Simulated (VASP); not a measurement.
# Ta (P6_3/mmc) in VASP: a series of runs

The runs below take Ta through single point, with LDA.

Everything below comes from runs of VASP 6.6.1. Logs are shortened: lines on timing, memory, paths and dates and some standing lists are left out, and cuts for length are marked.

**1. The cell of the first run**

Symmetry: P6_3/mmc, No. 194, hexagonal system. Conventional cell: a = 2.798 Å, b = 2.798 Å, c = 4.995 Å, α = 90.00°, β = 90.00°, γ = 120.00°. Within 3.7 Å of Ta (site symmetry -6m2) lie 12 Ta at 2.80 to 2.97 Å.

This isn't the form of Ta at room conditions, which is bcc.

**2. Single point, LDA**

Input file INCAR:

```
PREC = Accurate
ENCUT = 500
EDIFF = 1E-6
ISMEAR = 0
SIGMA = 0.1
LREAL = False
LASPH = True
NELM = 120
ALGO = Normal
ISIF = 2
LWAVE = False
LCHARG = False
NBANDS = 20
GGA_COMPAT = False
```

Input file KPOINTS:

```
regular mesh
0
Gamma
  11 11 5
```

Input file POSCAR:

```
Ta
1.0
    2.7977114678      0.0000000000      0.0000000000
   -1.3988557339      2.4228892036      0.0000000000
    0.0000000000      0.0000000000      4.9949134116
Ta
2
Direct
    0.6666666667      0.3333333333      0.7500000000
    0.3333333333      0.6666666667      0.2500000000
```

Potentials or basis: VASP PAW LDA potentials, release 64 (Ta_sv_GW).

On the command line:

```
cat potpaw_LDA.64/Ta_sv_GW/POTCAR > POTCAR
mpirun -np 1 vasp_std > vasp.out
```

OUTCAR:

```text
PREC = Accurate
   ENCUT = 500
   EDIFF = 1E-6
   ISMEAR = 0
   LREAL = False
   LASPH = True
   NELM = 120
   ISIF = 2

 ion  position               nearest neighbor table
   1  0.667  0.333  0.750-   2 2.97   2 2.97   2 2.97   2 2.97   2 2.97   2 2.97
   2  0.333  0.667  0.250-   1 2.97   1 2.97   1 2.97   1 2.97   1 2.97   1 2.97

  LATTYP: Found a hexagonal cell.
 ALAT       =     2.7977114678
 C/A-ratio  =     1.7853568780

  Lattice vectors:

 A1 = (   2.7977114678,   0.0000000000,   0.0000000000)
 A2 = (  -1.3988557339,   2.4228892036,   0.0000000000)
 A3 = (   0.0000000000,   0.0000000000,   4.9949134116)

Analysis of symmetry for initial positions (statically):
=====================================================================
 Subroutine PRICEL returns:
 Original cell was already a primitive cell.

 Routine SETGRP: Setting up the symmetry group for a
 hexagonal supercell.

 Subroutine GETGRP returns: Found 24 space group operations
 (whereof 12 operations were pure point group operations)
 out of a pool of 24 trial point group operations.

The static configuration has the point symmetry D_3d.
 The point group associated with its full space group is D_6h.

Analysis of symmetry for dynamics (positions and initial velocities):
=====================================================================
 Subroutine PRICEL returns:
 Original cell was already a primitive cell.

 Routine SETGRP: Setting up the symmetry group for a
 hexagonal supercell.

 Subroutine GETGRP returns: Found 24 space group operations
 (whereof 12 operations were pure point group operations)
 out of a pool of 24 trial point group operations.

The dynamic configuration has the point symmetry D_3d.
 The point group associated with its full space group is D_6h.

 Subroutine INISYM returns: Found 24 space group operations
 (whereof 12 operations are pure point group operations),
 and found     1 'primitive' translations

----------------------------------------------------------------------------------------

                                     Primitive cell

  volume of cell :      33.8582

  direct lattice vectors                    reciprocal lattice vectors
     2.797711468  0.000000000  0.000000000     0.357435001  0.206365194  0.000000000
    -1.398855734  2.422889204  0.000000000     0.000000000  0.412730388  0.000000000
     0.000000000  0.000000000  4.994913412     0.000000000  0.000000000  0.200203671

  length of vectors
     2.797711468  2.797711468  4.994913412     0.412730388  0.412730388  0.200203671

  position of ions in fractional coordinates (direct lattice)
     0.666666667  0.333333333  0.750000000
     0.333333333  0.666666667  0.250000000

  ion indices of the primitive-cell ions
   primitive index   ion index
                 1           1
                 2           2

----------------------------------------------------------------------------------------

 KPOINTS: regular mesh

Automatic generation of k-mesh.
 Grid dimensions read from file:
 generate k-points for:   11   11    5

 Generating k-lattice:

  Cartesian coordinates                     Fractional coordinates (reciprocal lattice)
     0.032494091  0.018760472  0.000000000     0.090909091  0.000000000  0.000000000
     0.000000000  0.037520944  0.000000000     0.000000000  0.090909091  0.000000000
     0.000000000  0.000000000  0.040040734     0.000000000  0.000000000  0.200000000

  Length of vectors
     0.037520944  0.037520944  0.040040734

  Shift w.r.t. Gamma in fractional coordinates (k-lattice)
     0.000000000  0.000000000  0.000000000

 Subroutine IBZKPT returns following result:
 ===========================================

 Found     48 irreducible k-points:

 Following reciprocal coordinates:
            Coordinates               Weight
  0.000000  0.000000  0.000000      1.000000
  0.090909  0.000000  0.000000      6.000000
  0.181818  0.000000  0.000000      6.000000
  0.272727  0.000000  0.000000      6.000000
  0.363636 -0.000000  0.000000      6.000000
  0.454545 -0.000000  0.000000      6.000000
[... 16 lines left out ...]
  0.090909  0.090909  0.200000     12.000000
  0.181818  0.090909  0.200000     24.000000
 [... further k-points ...]
   k-points           NKPTS =     48   k-points in BZ     NKDIM =     48   number of bands    NBANDS=     20
   number of dos      NEDOS =    301   number of ions     NIONS =      2
   total plane-waves  NPLWV =  14400
   dimension x,y,z NGX =    20 NGY =   20 NGZ =   36
   dimension x,y,z NGXF=    40 NGYF=   40 NGZF=   72
   ions per type =               2
   NGX,Y,Z   is equivalent  to a cutoff of  11.88, 11.88, 11.98 a.u.
   NGXF,Y,Z  is equivalent  to a cutoff of  23.77, 23.77, 23.96 a.u.
 SYSTEM =  unknown system
   PREC   = accura    normal or accurate (medium, high low for compatibility)
   ISTART =      0    job   : 0-new  1-cont  2-samecut
   ICHARG =      2    charge: 1-file 2-atom 10-const
   ISPIN  =      1    spin polarized calculation?
   LNONCOLLINEAR =      F non collinear calculations
   LSORBIT =      F    spin-orbit coupling
   LASPH  =      T    aspherical Exc in radial PAW
   ENCUT  =  500.0 eV  36.75 Ry    6.06 a.u.   5.10  5.10  9.11*2*pi/ulx,y,z
   NELM   =    120;   NELMIN=  2; NELMDL= -5     # of ELM steps
   EDIFF  = 0.1E-05   stopping-criterion for ELM
   LREAL  =      F    real-space projection
   EDIFFG = 0.1E-04   stopping-criterion for IOM
   NSW    =      0    number of steps for IOM
   IBRION =     -1    ionic relax: 0-MD 1-quasi-New 2-CG
   NFREE  =      0    steps in history (QN), initial steepest desc. (CG)
   ISIF   =      2    stress and relaxation
   ISYM   =      2    0-nonsym 1-usesym 2-fastsym
   POTIM  = 0.5000    time-step for ionic-motion
   TEBEG  =    0.0;   TEEND  =   0.0 temperature during run
   PSTRESS=    0.0 pullay stress
   NELECT =      26.0000    total number of electrons
   NUPDOWN=      -1.0000    fix difference up-down
   EMIN   =  10.00;   EMAX   =-10.00  energy-range for DOS
   EFERMI =   0.00;   METHOD = LEGACY
   ISMEAR =     0;   SIGMA  =   0.10  broadening in eV -4-tet -1-fermi 0-gaus
   EFERMI_NEDOS =   21; number of points for ismear=-14 and -15
   IALGO  =     38    algorithm
   IMIX   =      4    mixing-type and parameters
     AMIX     =   0.40;   BMIX     =  1.00
     AMIX_MAG =   1.60;   BMIX_MAG =  1.00
  volume/ion in A,a.u.               =      16.93       114.24
  Fermi-wavevector in a.u.,A,eV,Ry     =   1.499148  2.832979 30.578336  2.247444
  Thomas-Fermi vector in A             =   2.610815
   LORBIT       =      0    0 simple, 1 ext, 2 COOP (PROOUT), +10 PAW based schemes
   GGA     = CA    functional components
   LHFCALC =     F    Hartree Fock is set to
   AEXX    =    0.0000 exact exchange contribution
   IVDW    =     0    specifies the selected vdW correction
   LEPSILON=     F    determine dielectric tensor
   LRPA    =     F    only Hartree local field effects (RPA)
 non-spin polarized calculation
 Gauss-broadening in eV      SIGMA  =   0.10
  energy-cutoff  :      500.00
  volume of cell :       33.86
 maximum number of plane-waves:       868
   NGX = 11   NGY = 11   NGZ = 19

 number of electron      26.0000002 magnetization

 Free energy of the ion-electron system (eV)
  ---------------------------------------------------
  ext. energy  EPLUGINS =         0.00000000
  ---------------------------------------------------
  free energy    TOTEN  =       -29.99192708 eV

  energy without entropy =      -29.98369196  energy(sigma->0) =      -29.98780952

 E-fermi :  11.4777     XC(G=0): -13.6015

 val. band max:       11.4516965494   @ k =   0.3636   0.1818   0.0000
 cond. band min:      11.5134310288   @ k =   0.2727   0.0909   0.0000
 fundamental gap:      0.0617344794
 Fermi energy:        11.4777457090

 k-point     1 :       0.0000    0.0000    0.0000
  band No.  band energies     occupation
      1     -55.5799      2.00000
      2     -55.4824      2.00000
      3     -22.9456      2.00000
      4     -21.7697      2.00000
      5     -21.6283      2.00000
      6     -21.6283      2.00000
[... 12 lines left out ...]
     19      17.1689      0.00000
     20      17.1689      0.00000

 k-point     2 :       0.0909    0.0000    0.0000
  band No.  band energies     occupation
      1     -55.5672      2.00000
      2     -55.4733      2.00000
      3     -22.9079      2.00000
      4     -21.7735      2.00000
      5     -21.7516      2.00000
      6     -21.6615      2.00000
[... 12 lines left out ...]
     19      17.3228      0.00000
     20      17.9557      0.00000

 k-point     3 :       0.1818    0.0000    0.0000
  band No.  band energies     occupation
      1     -55.5330      2.00000
      2     -55.4490      2.00000
      3     -22.8016      2.00000
      4     -22.0759      2.00000
      5     -21.9621      2.00000
      6     -21.7885      2.00000
[... 12 lines left out ...]
     19      17.5579      0.00000
     20      19.4792      0.00000

 k-point     4 :       0.2727    0.0000    0.0000
  band No.  band energies     occupation
      1     -55.4867      2.00000
      2     -55.4182      2.00000
      3     -22.6466      2.00000
      4     -22.4882      2.00000
      5     -22.3595      2.00000
      6     -21.8538      2.00000
[... 12 lines left out ...]
     19      17.6737      0.00000
     20      20.5843      0.00000

 k-point     5 :       0.3636   -0.0000    0.0000
  band No.  band energies     occupation
      1     -55.4418      2.00000
      2     -55.3918      2.00000
      3     -22.8535      2.00000
      4     -22.7046      2.00000
      5     -22.4772      2.00000
      6     -21.9487      2.00000
[... 12 lines left out ...]
     19      17.6827      0.00000
     20      20.2876      0.00000
[... 353 lines left out ...]
      6     -21.9303      2.00000
[... 12 lines left out ...]
     19      17.7360      0.00000
     20      19.2881      0.00000

 k-point    22 :       0.4545   -0.0000    0.2000
  band No.  band energies     occupation
      1     -55.4094      2.00000
      2     -55.3816      2.00000
      3     -23.0813      2.00000
      4     -22.9460      2.00000
      5     -22.2721      2.00000
      6     -21.9841      2.00000
[... 12 lines left out ...]
     19      18.8364      0.00000
     20      19.3110      0.00000

 k-point    23 :       0.0909    0.0909    0.2000
  band No.  band energies     occupation
      1     -55.5355      2.00000
      2     -55.4649      2.00000
      3     -22.7496      2.00000
      4     -21.9761      2.00000
      5     -21.9354      2.00000
      6     -21.8057      2.00000
[... 12 lines left out ...]
     19      17.1529      0.00000
     20      18.2763      0.00000

 k-point    24 :       0.1818    0.0909    0.2000
  band No.  band energies     occupation
      1     -55.4964      2.00000
      2     -55.4362      2.00000
      3     -22.6600      2.00000
      4     -22.2870      2.00000
      5     -22.2315      2.00000
      6     -21.8746      2.00000
[... 12 lines left out ...]
     19      17.0744      0.00000
     20      19.0801      0.00000

 [... further k-points ...]

------------------------ aborting loop because EDIFF is reached ----------------------------------------

  FORCE on cell =-STRESS in cart. coord.  units (eV):
  Direction    XX          YY          ZZ          XY          YZ          ZX
  --------------------------------------------------------------------------------------
  -------------------------------------------------------------------------------------
  Total        2.0231427      2.0231427      2.0283534      0.0000000      0.0000000      0.0000000
  in kB       95.7354219     95.7354219     95.9819915      0.0000000      0.0000000      0.0000000
  external PRESSURE =      95.8176117 kB  Pullay stress =       0.0000000 kB

 VOLUME and BASIS-vectors are now :
 -----------------------------------------------------------------------------
  energy-cutoff  :      500.00
  volume of cell :       33.86
      direct lattice vectors                 reciprocal lattice vectors
     2.797711468  0.000000000  0.000000000     0.357435001  0.206365194  0.000000000
    -1.398855734  2.422889204  0.000000000     0.000000000  0.412730388  0.000000000
     0.000000000  0.000000000  4.994913412     0.000000000  0.000000000  0.200203671

 POSITION                                       TOTAL-FORCE (eV/Angst)
 -----------------------------------------------------------------------------------
      1.39886      0.80763      3.74619        -0.000000     -0.000000      0.000000
     -0.00000      1.61526      1.24873         0.000000      0.000000      0.000000
 -----------------------------------------------------------------------------------
    total drift:                               -0.000000      0.000000     -0.000000

  FREE ENERGIE OF THE ION-ELECTRON SYSTEM (eV)
  ---------------------------------------------------
  free  energy   TOTEN  =       -29.9919270789 eV

  energy  without entropy=      -29.9836919614  energy(sigma->0) =      -29.98780952
```

Run time: 13 s. Hardware: 1 thread of AMD EPYC 9R45 (Zen 5), shared host; peak memory 0.12 GiB.

What came out:

| Quantity | Value |
| --- | --- |
| Free energy | -29.9919 eV |
| Pressure | 9.6 GPa |
| Band gap on the k mesh | zero (bands 13 and 14 overlap by 1.94 eV) |

Levels at points of the mesh, in eV from the Fermi level:
```tsv
k point	band 9	band 10	band 11	band 12	band 13	band 14	band 15	band 16	band 17	band 18
(0.00, 0.00, 0.00)	-8.49	-5.25	-0.80	0.36	0.52	0.52	1.16	1.16	3.22	3.22
```

Caveat: the cell stands under pressure; spin-orbit coupling is left out, which moves the levels of the heavy elements.

**3. Single point, LDA**

This run uses another cell than the first one, of 17.67 Å³/atom.

Input file INCAR:

```
SYSTEM = Ta
ALGO = Normal
EDIFF = 1E-6
ENCUT = 500
GGA = CA
GGA_COMPAT = .False.
ISIF = 2
ISMEAR = 0
LASPH = .True.
LCHARG = .False.
LREAL = .False.
LWAVE = .False.
NBANDS = 20
NELM = 120
PREC = Accurate
SIGMA = 0.1
```

Input file KPOINTS:

```
k-points
0
Gamma
  11 11 5
  0 0 0
```

Input file POSCAR:

```
Ta
1.0
    2.8340064352      0.0000000000      0.0000000000
   -1.4170032176      2.4543215674      0.0000000000
    0.0000000000      0.0000000000      5.0816724782
Ta
2
Direct
    0.6666666667      0.3333333333      0.7500000000
    0.3333333333      0.6666666667      0.2500000000
```

Potentials or basis: VASP PAW LDA potentials, release 64 (Ta_sv_GW).

On the command line:

```
cat potpaw_LDA.64/Ta_sv_GW/POTCAR > POTCAR
mpirun -np 1 vasp_std > vasp.out
```

It took 27 s on 1 thread of Intel Xeon 6975P-C (Granite Rapids), shared host; peak memory 0.16 GiB.

The run converged. Its results:

| Quantity | Value |
| --- | --- |
| Free energy | -30.0415 eV |
| Pressure | -0.5 GPa |
| Band gap on the k mesh | zero (bands 13 and 14 overlap by 1.78 eV) |

Levels at points of the mesh, in eV from the Fermi level:
```csv
k point,band 11,band 12,band 13,band 14,band 15,band 16
"(0.00, 0.00, 0.00)",-0.78,0.16,0.53,0.53,1.13,1.13
```

Caveat: spin-orbit coupling is left out, which moves the levels of the heavy elements.

(Part 1 of 2 ends here.)

The gap in the log of VASP goes by the Fermi energy; the results here count the filled bands.